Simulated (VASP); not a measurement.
**Ag: vibrations by perturbation theory with PBEsol**

Crystal: Ag.

```
Ag
1.0
     2.77369    0.00000    0.00000
    -1.38684    2.40208    0.00000
     0.00000    0.00000    4.54856
Ag
2
Direct
  0.33333 0.66667 0.25000
  0.66667 0.33333 0.75000
```

This isn't the form of Ag at room conditions, which is fcc.

| Property | Result |
| --- | --- |
| Program | VASP 6.6.1 |
| Task | vibrations by perturbation theory |
| Functional | PBEsol |
| Potentials or basis | VASP PAW PBE potentials, release 64 (Ag) |
| Cutoff | 520 eV |
| k mesh | 18 × 18 × 10 |
| Occupations | fermi-dirac, width 0.15 eV |
| Spin | no spin polarisation |
| Dipole correction | no |
| Further INCAR settings | ALGO = Normal; EDIFF = 1e-08; IBRION = 8; NSW = 1 |

The highest phonon frequency at Γ is 224 cm⁻¹.

Phonon frequencies in cm⁻¹ (negative: imaginary):
| q point | frequencies |
| --- | --- |
| (0.000, 0.000, 0.000) | 0 0 0 86 86 224 |

Run time: 5 min on 1 thread of Intel(R) Xeon(R) 6975P-C (Granite Rapids), with other jobs on the host, peak memory 0.88 GiB.

Caveat: the cell stands under pressure or tension, which shifts response properties.
